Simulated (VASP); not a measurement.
## La3HfO: single point with PBE

Crystal: La3HfO.

```
CELL_PARAMETERS angstrom
5.82445 0.00000 0.00000
-2.91222 5.04412 0.00000
0.00000 0.00000 4.97673
ATOMIC_POSITIONS crystal
La 0.50000 0.00000 0.00000
La 0.00000 0.50000 0.00000
La 0.50000 0.50000 0.00000
Hf 0.00000 0.00000 0.50000
O 0.00000 0.00000 0.00000
```

The cell was built from a structure type or drawn by symmetry, and may not be a known phase.

| Property | Result |
| --- | --- |
| Program | VASP 6.6.1 |
| Task | single point |
| Functional | PBE |
| Potentials or basis | VASP PAW PBE potentials, release 64 (La, Hf_pv, O) |
| Cutoff | 520 eV |
| k mesh | 6 × 6 × 4 |
| Occupations | gaussian, width 0.1 eV |
| Spin | no spin polarisation |

```
Pressure               : -0.7 GPa
Band gap on the k mesh : zero (an odd number of electrons rules out a gap without spin polarisation)
```

Stress tensor (GPa, compression positive):
```
  8.38   0.00   0.00
  0.00   8.38   0.00
  0.00   0.00 -18.88
```

Levels at points of the mesh, in eV from the Fermi level:
```
           k point  band 21  band 22  band 23  band 24  band 25  band 26  band 27  band 28  band 29  band 30
(0.00, 0.00, 0.00)    -2.06    -1.37    -1.12    -1.12    -0.84    -0.84     0.31     0.31     0.80     1.22
(0.50, 0.00, 0.00)    -1.26    -0.84    -0.48    -0.36    -0.03     0.37     0.70     0.71     0.90     1.07
(0.00, 0.00, 0.50)    -1.94    -1.58    -0.71    -0.71    -0.52    -0.52     0.48     0.48     1.06     1.18
(0.50, 0.00, 0.50)    -1.23    -0.82    -0.03    -0.02     0.21     0.62     0.67     0.99     1.14     1.32
```

Run time: 110 s on 1 thread of Intel(R) Xeon(R) 6975P-C (Granite Rapids), on a shared host, peak memory 0.35 GiB.

Caveat: spin-orbit coupling is left out, which moves the levels of the heavy elements; an odd number of electrons without spin polarisation forces a metal; a magnetic or distorted state may lie lower.
